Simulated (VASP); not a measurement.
Input of a VASP 6.6.1 run:

File INCAR:

```
SYSTEM = Sn
ALGO = Normal
EDIFF = 1E-7
ENCUT = 520
GGA = PE
ISIF = 2
ISMEAR = -1
LASPH = .TRUE.
LCHARG = .TRUE.
LELF = .TRUE.
LREAL = .FALSE.
LVHAR = .TRUE.
LWAVE = .FALSE.
NBANDS = 21
NELM = 60
PREC = Accurate
SIGMA = 0.02
```

File KPOINTS:

```
k-points
0
G
  6 6 6
  0 0 0
```

POSCAR

```
Sn
1.0
   -0.0395777403      3.2844597792      3.2844597792
    3.2844597792     -0.0395777403      3.2844597792
    3.2448820388      3.2448820388      0.0000000000
Sn
2
Direct
   -0.0021523208     -0.0021523208      0.0021523208
    0.2521523208      0.2521523208      0.2478476792
```

Potentials or basis: VASP PAW PBE potentials, release 64 (Sn_d).

Run with:

```sh
$ cat potpaw_PBE.64/Sn_d/POTCAR > POTCAR
$ mpirun -np 1 vasp_std > vasp.out
```

(1) Estimate the pressure.

(2) Estimate the largest force.

(3) Predict the band gap on the k mesh.

## Answers

(1) 1.5 GPa.

(2) 0.006 eV/Å.

(3) zero (band 14 reaches 5.35 eV, above the bottom of band 15 at 5.09 eV).

Caveat: the cell differs from its parent crystal (shear xy strain -2.4%); spin-orbit coupling is left out, which moves the levels of the heavy elements.
